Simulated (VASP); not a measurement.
Crystal: NbFe2N3.

```
Nb Fe N
1.0
     2.86931    0.00000    0.00000
     0.00000    4.21393    3.33723
     0.00000   -4.21393    3.33723
Nb Fe N
1 2 3
Cartesian
  1.4347 0.0000 1.4977
  0.0000 -1.7133 3.0889
  0.0000 1.7133 3.0889
  0.0000 0.0000 3.2139
  0.0000 -2.6390 4.5636
  0.0000 2.6390 4.5636
```

| Item | Value |
| --- | --- |
| Program | VASP 6.6.1 |
| Task | relaxation of cell and atoms |
| Functional | PBE |
| Potentials or basis | VASP PAW PBE potentials, release 64 (Nb_sv, Fe, N) |
| Cutoff | 600 eV |
| k mesh | 6 × 4 × 4 |
| Occupations | gaussian, width 0.1 eV |
| Spin | no spin polarisation |

At the start: pressure 1.5 GPa; volume 13.45 Å³/atom.

**Question.** How do energy, volume and symmetry change on relaxing?

**Answer.** Over 24 steps the energy falls by 3.5 meV/atom and the volume is 13.38 Å³/atom (-0.5 %); space group Amm2 (No. 38, to 0.05 Å).

Step by step:
| step | energy change (eV) | largest force (eV/Å) | pressure (GPa) | volume (Å³) |
| --- | --- | --- | --- | --- |
| 1 | 0.0000 | 0.3355 | 1.52 | 80.70 |
| 2 | 0.0099 | 0.4087 | -3.20 | 82.20 |
| 3 | -0.0061 | 0.0823 | -0.34 | 81.26 |
| 4 | -0.0083 | 0.0779 | -0.04 | 81.12 |
| 5 | -0.0087 | 0.1238 | 0.16 | 81.03 |
| 6 | -0.0102 | 0.0862 | 0.16 | 81.03 |
| 7 | -0.0108 | 0.1334 | 0.16 | 81.03 |
| 8 | -0.0121 | 0.1147 | 0.05 | 81.10 |
| 9 | -0.0131 | 0.0979 | -0.07 | 81.17 |
| 10 | -0.0135 | 0.1128 | -0.31 | 81.31 |
| 11 | -0.0136 | 0.0943 | -0.25 | 81.28 |
| 12 | -0.0145 | 0.0900 | -0.12 | 81.17 |
| 13 | -0.0164 | 0.0762 | 0.27 | 80.83 |
| 14 | -0.0167 | 0.0976 | 1.03 | 80.17 |
| 15 | -0.0171 | 0.0802 | 0.72 | 80.45 |
| 16 | -0.0176 | 0.0725 | 0.62 | 80.44 |
| 17 | -0.0187 | 0.0663 | 0.30 | 80.44 |
| 18 | -0.0192 | 0.1260 | -0.33 | 80.43 |
| 19 | -0.0193 | 0.1025 | -0.15 | 80.43 |
| 20 | -0.0197 | 0.0946 | -0.11 | 80.40 |
| 21 | -0.0202 | 0.0755 | 0.01 | 80.33 |
| 22 | -0.0202 | 0.0716 | 0.03 | 80.31 |
| 23 | -0.0204 | 0.0635 | 0.02 | 80.31 |
| 24 | -0.0207 | 0.0400 | -0.02 | 80.31 |

Final structure:
```yaml
crystal:
  lattice:
    - [2.85669, 0.00000, 0.00000]
    - [0.00000, 4.08579, 3.44032]
    - [0.00000, -4.08579, 3.44032]
  atoms:
    - { symbol: Nb, position: [0.50000, 0.22680, 0.22680] }
    - { symbol: Fe, position: [0.00000, 0.24974, 0.67212] }
    - { symbol: Fe, position: [0.00000, 0.67212, 0.24974] }
    - { symbol: N, position: [0.00000, 0.47551, 0.47551] }
    - { symbol: N, position: [0.00000, 0.38103, 0.99378] }
    - { symbol: N, position: [0.00000, 0.99378, 0.38103] }
```

Caveat: the k points lie up to 0.37 Å⁻¹ apart in the final cell; the run has no spin polarisation, though such a crystal can be magnetic.
